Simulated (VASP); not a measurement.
# Li16S7 (a cell with a defect) in VASP: relaxation of the atoms with PBEsol

Aim: the relaxation of the atoms of Li16S7 (a cell with a defect) with PBEsol.

Everything below comes from runs of VASP 6.6.1. Logs are shortened: lines on timing, memory, paths and dates and some standing lists are left out, and cuts for length are marked.

## 1. The cell of the first run

The cell holds a defect, 23 atoms: a = 7.996 Å, b = 7.996 Å, c = 7.996 Å, α = 60.00°, β = 60.00°, γ = 60.00°.

## 2. Relaxation of the atoms, PBEsol

File INCAR:

```
SYSTEM = Li16S7
PREC     = Accurate       ! precision mode
ENCUT    = 650            ! plane-wave cutoff, eV
EDIFF    = 1E-7           ! SCF threshold, eV
ISMEAR   = 0              ! smearing method
SIGMA    = 0.05           ! smearing width, eV
LREAL    = .FALSE.        ! projectors in reciprocal space
LASPH    = .TRUE.         ! aspherical terms in the spheres
NELM     = 120            ! most SCF steps
ALGO     = Normal         ! electronic algorithm
ISIF     = 2              ! what is computed and relaxed
LWAVE    = .FALSE.        ! write WAVECAR
LCHARG   = .FALSE.        ! write CHGCAR
GGA      = PS             ! functional
IBRION   = 2              ! ionic algorithm
NSW      = 70             ! ionic steps
EDIFFG   = -0.02          ! ionic threshold
NELECT   = 88.0         
GGA_COMPAT= .FALSE.      
NELMIN   = 4            
KPAR     = 4
```

File KPOINTS:

```
Automatic mesh
0
G
  4 4 4
  0 0 0
```

File POSCAR:

```
Li16S7
1.0
    0.0000000000      5.6541569289      5.6541569289
    5.6541569289      0.0000000000      5.6541569289
    5.6541569289      5.6541569289      0.0000000000
Li S
16 7
Direct
    0.1250000000      0.1250000000      0.1250000000
    0.1250000000      0.1250000000      0.6250000000
    0.1250000000      0.6250000000      0.1250000000
    0.1250000000      0.6250000000      0.6250000000
    0.6250000000      0.1250000000      0.1250000000
    0.6250000000      0.1250000000      0.6250000000
    0.6250000000      0.6250000000      0.1250000000
    0.6250000000      0.6250000000      0.6250000000
    0.3750000000      0.3750000000      0.3750000000
    0.3750000000      0.3750000000      0.8750000000
    0.3750000000      0.8750000000      0.3750000000
    0.3750000000      0.8750000000      0.8750000000
    0.8750000000      0.3750000000      0.3750000000
    0.8750000000      0.3750000000      0.8750000000
    0.8750000000      0.8750000000      0.3750000000
    0.8750000000      0.8750000000      0.8750000000
    0.0000000000      0.5000000000      0.0000000000
    0.0000000000      0.0000000000      0.5000000000
    0.0000000000      0.0000000000      0.0000000000
    0.5000000000      0.5000000000      0.5000000000
    0.5000000000      0.5000000000      0.0000000000
    0.5000000000      0.0000000000      0.5000000000
    0.5000000000      0.0000000000      0.0000000000
```

Potentials or basis: VASP PAW PBE potentials, release 64 (Li_sv, S).

Launch:

```sh
> cat potpaw_PBE.64/Li_sv/POTCAR potpaw_PBE.64/S/POTCAR > POTCAR
> mpirun -np 4 vasp_std > vasp.out
```

OUTCAR:

```text
SYSTEM = Li16S7
   PREC = Accurate
   ENCUT = 650
   EDIFF = 1E-7
   ISMEAR = 0
   LREAL = .FALSE.
   LASPH = .TRUE.
   NELM = 120
   ISIF = 2
   GGA = PS
   IBRION = 2
   NSW = 70
   EDIFFG = -0.02
   NELECT = 88.0
   NELMIN = 4

 ion  position               nearest neighbor table
   1  0.125  0.125  0.125-  17 2.45  18 2.45  23 2.45  19 2.45
   2  0.125  0.125  0.625-  19 2.45  22 2.45  18 2.45
   3  0.125  0.625  0.125-  19 2.45  21 2.45  17 2.45
   4  0.125  0.625  0.625-  17 2.45  18 2.45  20 2.45
   5  0.625  0.125  0.125-  19 2.45  21 2.45  22 2.45  23 2.45
   6  0.625  0.125  0.625-  18 2.45  20 2.45  23 2.45  22 2.45
   7  0.625  0.625  0.125-  17 2.45  20 2.45  23 2.45  21 2.45
   8  0.625  0.625  0.625-  21 2.45  22 2.45  20 2.45
   9  0.375  0.375  0.375-  21 2.45  22 2.45  20 2.45
  10  0.375  0.375  0.875-  17 2.45  20 2.45  23 2.45  21 2.45
  11  0.375  0.875  0.375-  18 2.45  20 2.45  23 2.45  22 2.45
  12  0.375  0.875  0.875-  19 2.45  21 2.45  22 2.45  23 2.45
  13  0.875  0.375  0.375-  17 2.45  18 2.45  20 2.45
  14  0.875  0.375  0.875-  19 2.45  21 2.45  17 2.45
  15  0.875  0.875  0.375-  19 2.45  22 2.45  18 2.45
  16  0.875  0.875  0.875-  17 2.45  18 2.45  23 2.45  19 2.45
  17  0.000  0.500  0.000-   1 2.45   4 2.45   7 2.45  10 2.45  13 2.45  16 2.45  14 2.45   3 2.45
[... 9 lines left out ...]
  22  0.500  0.000  0.500-   2 2.45   5 2.45   8 2.45   9 2.45  12 2.45  15 2.45   6 2.45  11 2.45

  23  0.500  0.000  0.000-   1 2.45   6 2.45   7 2.45  10 2.45  11 2.45  16 2.45  12 2.45   5 2.45

  LATTYP: Found a face centered cubic cell.
 ALAT       =    11.3083138578

  Lattice vectors:

 A1 = (   0.0000000000,   5.6541569289,   5.6541569289)
 A2 = (   5.6541569289,   0.0000000000,   5.6541569289)
 A3 = (   5.6541569289,   5.6541569289,   0.0000000000)

Analysis of symmetry for initial positions (statically):
=====================================================================
 Subroutine PRICEL returns:
 Original cell was already a primitive cell.

 Routine SETGRP: Setting up the symmetry group for a
 face centered cubic supercell.

 Subroutine GETGRP returns: Found 48 space group operations
 (whereof  8 operations were pure point group operations)
 out of a pool of 48 trial point group operations.

The static configuration has the point symmetry D_2h.
 The point group associated with its full space group is O_h .

Analysis of symmetry for dynamics (positions and initial velocities):
=====================================================================
 Subroutine PRICEL returns:
 Original cell was already a primitive cell.

 Routine SETGRP: Setting up the symmetry group for a
 face centered cubic supercell.

 Subroutine GETGRP returns: Found 48 space group operations
 (whereof  8 operations were pure point group operations)
[... 122 lines left out ...]
   ISPIN  =      1    spin polarized calculation?
   LNONCOLLINEAR =      F non collinear calculations
   LSORBIT =      F    spin-orbit coupling
   LASPH  =      T    aspherical Exc in radial PAW
   ENCUT  =  650.0 eV  47.77 Ry    6.91 a.u.  16.62 16.62 16.62*2*pi/ulx,y,z
   NELM   =    120;   NELMIN=  4; NELMDL= -5     # of ELM steps
   EDIFF  = 0.1E-06   stopping-criterion for ELM
   LREAL  =      F    real-space projection
   EDIFFG = -.2E-01   stopping-criterion for IOM
   NSW    =     70    number of steps for IOM
   IBRION =      2    ionic relax: 0-MD 1-quasi-New 2-CG
   NFREE  =      1    steps in history (QN), initial steepest desc. (CG)
   ISIF   =      2    stress and relaxation
   ISYM   =      2    0-nonsym 1-usesym 2-fastsym
   POTIM  = 0.5000    time-step for ionic-motion
   TEBEG  =    0.0;   TEEND  =   0.0 temperature during run
   PSTRESS=    0.0 pullay stress
   NELECT =      88.0000    total number of electrons
   NUPDOWN=      -1.0000    fix difference up-down
   EMIN   =  10.00;   EMAX   =-10.00  energy-range for DOS
   EFERMI =   0.00;   METHOD = LEGACY
   ISMEAR =     0;   SIGMA  =   0.05  broadening in eV -4-tet -1-fermi 0-gaus
   EFERMI_NEDOS =   21; number of points for ismear=-14 and -15
   IALGO  =     38    algorithm
   IMIX   =      4    mixing-type and parameters
     AMIX     =   0.40;   BMIX     =  1.00
     AMIX_MAG =   1.60;   BMIX_MAG =  1.00
  volume/ion in A,a.u.               =      15.72       106.07
  Fermi-wavevector in a.u.,A,eV,Ry     =   1.022173  1.931627 14.215887  1.044838
  Thomas-Fermi vector in A             =   2.155838
   LORBIT       =      0    0 simple, 1 ext, 2 COOP (PROOUT), +10 PAW based schemes
   GGA     = PS    functional components
   LHFCALC =     F    Hartree Fock is set to
   AEXX    =    0.0000 exact exchange contribution
   IVDW    =     0    specifies the selected vdW correction
   LEPSILON=     F    determine dielectric tensor
   LRPA    =     F    only Hartree local field effects (RPA)
 conjugate gradient relaxation of ions
 non-spin polarized calculation
 Gauss-broadening in eV      SIGMA  =   0.05
  energy-cutoff  :      650.00
  volume of cell :      361.52
 maximum number of plane-waves:     13640
 NGX is ok and might be reduce to    70
   NGX = 33   NGY = 33   NGZ = 33

--------------------------------------- Ionic step        1  -------------------------------------------

 number of electron      87.9999938 magnetization

 Free energy of the ion-electron system (eV)
  ---------------------------------------------------
  ext. energy  EPLUGINS =         0.00000000
  ---------------------------------------------------
  free energy    TOTEN  =       -94.76263978 eV

  energy without entropy =      -94.76007769  energy(sigma->0) =      -94.76135874

------------------------ aborting loop because EDIFF is reached ----------------------------------------

  FORCE on cell =-STRESS in cart. coord.  units (eV):
  Direction    XX          YY          ZZ          XY          YZ          ZX
  --------------------------------------------------------------------------------------
  -------------------------------------------------------------------------------------
  Total      -11.8737339    -11.8737339    -11.8737339      0.0000000     -0.0000000     -0.0000000
  in kB      -52.6216332    -52.6216332    -52.6216332      0.0000000     -0.0000000     -0.0000000
  external PRESSURE =     -52.6216332 kB  Pullay stress =       0.0000000 kB
[... 386 lines left out ...]
--------------------------------------- Ionic step        8  -------------------------------------------

 number of electron      88.0000033 magnetization

 Free energy of the ion-electron system (eV)
  ---------------------------------------------------
  ext. energy  EPLUGINS =         0.00000000
  ---------------------------------------------------
  free energy    TOTEN  =       -96.51575467 eV

  energy without entropy =      -96.51575467  energy(sigma->0) =      -96.51575467

 E-fermi :   1.4059     XC(G=0):  -8.1177

 val. band max:        1.0766505654   @ k =   0.0000   0.0000   0.0000
 cond. band min:       2.9555435427   @ k =   0.0000   0.0000   0.0000
 fundamental gap:      1.8788929772
 Fermi energy:         1.4059147027

 k-point     1 :       0.0000    0.0000    0.0000
  band No.  band energies     occupation
      1     -42.4012      2.00000
      2     -42.3961      2.00000
      3     -42.3961      2.00000
      4     -42.3961      2.00000
      5     -42.3948      2.00000
      6     -42.3943      2.00000
[... 511 lines left out ...]
  FREE ENERGIE OF THE ION-ELECTRON SYSTEM (eV)
  ---------------------------------------------------
  free  energy   TOTEN  =       -96.5157546738 eV

  energy  without entropy=      -96.5157546738  energy(sigma->0) =      -96.51575467

 reached required accuracy - stopping structural energy minimisation
```

OSZICAR:

```text
N       E                     dE             d eps       ncg     rms          rms(c)
DAV:   1     0.770653023576E+03    0.77065E+03   -0.41147E+04   896   0.185E+03
DAV:   2     0.340478216532E+02   -0.73661E+03   -0.69686E+03  1040   0.472E+02
DAV:   3    -0.771334934835E+02   -0.11118E+03   -0.11043E+03  1272   0.128E+02
DAV:   4    -0.954129105951E+02   -0.18279E+02   -0.18184E+02  1656   0.575E+01
[... 122 lines left out ...]
DAV:   7    -0.965157535973E+02   -0.41286E-05   -0.41201E-06   976   0.106E-02    0.584E-03
DAV:   8    -0.965157545970E+02   -0.99978E-06   -0.13494E-06   960   0.631E-03    0.419E-03
DAV:   9    -0.965157544323E+02    0.16474E-06   -0.63867E-07   896   0.386E-03    0.155E-03
DAV:  10    -0.965157546672E+02   -0.23495E-06   -0.26054E-07   888   0.236E-03    0.712E-04
DAV:  11    -0.965157546738E+02   -0.65456E-08   -0.25283E-08   704   0.806E-04
   8 F= -.96515755E+02 E0= -.96515755E+02  d E =-.513105E-01
```

Run time: 31 min. Hardware: 4 MPI ranks of AMD EPYC 7R43 (Zen 3), shared host; peak memory 0.81 GiB.

Results:

```
Free energy               : -96.5158 eV
Energy gained by relaxing : 76.2 meV/atom
Ionic steps               : 8
```

The path:
```tsv
step	energy change (eV)	largest force (eV/Å)	pressure (GPa)
1	0.0000	1.2033	-5.26
2	-0.5267	1.0066	-4.99
3	-1.5311	0.3550	-4.08
4	-0.9392	0.8482	-2.27
5	-1.7014	0.3003	-3.45
6	-1.7018	0.2980	-3.48
7	-1.7478	0.0974	-3.44
8	-1.7531	0.0010	-3.42
```

Final structure:
```yaml
crystal:
  lattice:
    - [0.00000, 5.65416, 5.65416]
    - [5.65416, 0.00000, 5.65416]
    - [5.65416, 5.65416, 0.00000]
  atoms:
    - { symbol: Li, position: [0.13908, 0.12031, 0.12031] }
    - { symbol: Li, position: [0.14260, 0.07219, 0.64260] }
    - { symbol: Li, position: [0.14260, 0.64260, 0.07219] }
    - { symbol: Li, position: [0.14260, 0.64260, 0.64260] }
    - { symbol: Li, position: [0.62031, 0.12031, 0.12031] }
    - { symbol: Li, position: [0.62031, 0.12031, 0.63908] }
    - { symbol: Li, position: [0.62031, 0.63908, 0.12031] }
    - { symbol: Li, position: [0.57219, 0.64260, 0.64260] }
    - { symbol: Li, position: [0.42781, 0.35740, 0.35740] }
    - { symbol: Li, position: [0.37969, 0.36092, 0.87969] }
    - { symbol: Li, position: [0.37969, 0.87969, 0.36092] }
    - { symbol: Li, position: [0.37969, 0.87969, 0.87969] }
    - { symbol: Li, position: [0.85740, 0.35740, 0.35740] }
    - { symbol: Li, position: [0.85740, 0.35740, 0.92781] }
    - { symbol: Li, position: [0.85740, 0.92781, 0.35740] }
    - { symbol: Li, position: [0.86092, 0.87969, 0.87969] }
    - { symbol: S, position: [0.00000, 0.50000, 0.00000] }
    - { symbol: S, position: [0.00000, 0.00000, 0.50000] }
    - { symbol: S, position: [0.00000, 0.00000, 0.00000] }
    - { symbol: S, position: [0.50000, 0.50000, 0.50000] }
    - { symbol: S, position: [0.50000, 0.50000, 0.00000] }
    - { symbol: S, position: [0.50000, 0.00000, 0.50000] }
    - { symbol: S, position: [0.50000, 0.00000, 0.00000] }
```

Caveat: the cell carries a net charge on a neutralising background, which shifts energy and pressure; the cell is charged against a uniform background, so pressure and absolute levels hang on convention; the PAW data sets were made with another functional, which shifts forces and pressure a little.
